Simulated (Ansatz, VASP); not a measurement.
# Al: VASP beside Ansatz

Contents of INCAR:

```
SYSTEM = Al
  PREC = Accurate
  ENCUT = 600
  EDIFF = 1E-7
  ISMEAR = -1
  SIGMA = 0.08
  LREAL = .FALSE.
  LASPH = .TRUE.
  NELM = 80
  ALGO = Normal
  ISIF = 3
  LWAVE = .FALSE.
  LCHARG = .FALSE.
  GGA = PS
  IBRION = 2
  NSW = 100
  EDIFFG = -0.05
```

File KPOINTS:

```
regular mesh
0
G
  14 14 14
  0 0 0
```

POSCAR

```
Al
1.0
    0.0000000000      2.0248050000      2.0248050000
    2.0248050000      0.0000000000      2.0248050000
    2.0248050000      2.0248050000      0.0000000000
Al
1
Direct
    0.0000000000      0.0000000000      0.0000000000
```

Input for Ansatz:

```yaml
crystal:
  lattice:
    - [0.0, 2.024805, 2.024805]
    - [2.024805, 0.0, 2.024805]
    - [2.024805, 2.024805, 0.0]
  atoms:
    - { symbol: Al, position: [0.0, 0.0, 0.0] }
kpoints:
  mp_grid: { grid: [14, 14, 14] }
scf:
  occupations: { method: fermi_dirac, width: 0.08 }
hamiltonian:
  xc: pbesol
  pseudopotentials: { kind: paw }
relax:
  f_tol: 0.05
  max_steps: 80
  cell: {}
  max_displacement: 0.3
output:
  forces: true
  stress: true
basis:
  ecutwfc: "500 eV"
```

Alike in both runs: task relaxation of cell and atoms; functional PBEsol; k mesh 14 × 14 × 14; occupations fermi-dirac, width 0.08 eV; no spin polarisation.

|  | VASP | Ansatz |
| --- | --- | --- |
| version | VASP 6.6.1 | Ansatz 0.2.0 |
| potentials or method | VASP PAW PBE potentials, release 64 (Al), cutoff 600 eV | PAW with Ansatz's default frozen-core files, scalar-relativistic |
| valence electrons in the cell | 3 | 3 |

```tsv
	VASP	Ansatz	Ansatz less VASP
relaxed volume (Å³/atom)	16.09	16.15	+0.059
relaxed cell length with the largest relative difference (Å)	2.834	2.837	+0.0035
```

VASP's potentials were made for PBE, not for PBEsol.
